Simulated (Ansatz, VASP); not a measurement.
# Two plane-wave programs on AlGa3N4

```
Al Ga N
1.0
     4.55955   -0.10336   -0.10336
    -0.10336    4.55955   -0.10336
    -0.10336   -0.10336    4.55955
Al Ga N
1 3 4
Direct
  0.00000 0.00000 0.00000
  0.50000 0.50000 0.00000
  0.50000 0.00000 0.50000
  0.00000 0.50000 0.50000
  0.75481 0.75481 0.24519
  0.75481 0.24519 0.75481
  0.24519 0.75481 0.75481
  0.24519 0.24519 0.24519
```

Change from the starting cell: equal engineering shear yz, xz and xy -0.0467, equal normal strain along x, y and z +0.0300.

Alike in both runs: task single point; functional LDA; k mesh 6 × 6 × 6; occupations gaussian, width 0.05 eV; no spin polarisation.

```csv
,VASP,Ansatz
version,VASP 6.6.1,Ansatz 0.2.0
potentials or method,"VASP PAW LDA potentials, release 64 (Al, Ga_d, N), cutoff 520 eV","scalar-relativistic, plane waves, PAW"
valence electrons in the cell,62,62
```

VASP gave:

```
gap on the k mesh at the Fermi level (eV)                     : 1.74
least direct gap on the mesh (eV)                             : 1.74
pressure (GPa)                                                : -12.9
traceless stress, the component that is largest in VASP (GPa) : 8.03
rms of the force components (eV/Å)                            : 0.353
```

Task: Which values does Ansatz return?

Result: gap on the k mesh at the Fermi level (eV): 1.73; least direct gap on the mesh (eV): 1.73; pressure (GPa): -13.6; traceless stress, the component that is largest in VASP (GPa): 7.89; rms of the force components (eV/Å): 0.336.

Ansatz warns that its potentials were made for another functional, while VASP's fit it. LDA's correlation is that of Perdew and Zunger in VASP and of Perdew and Wang (1992) in Ansatz. Atom by atom the forces differ by 0.020 eV/Å (rms over components).
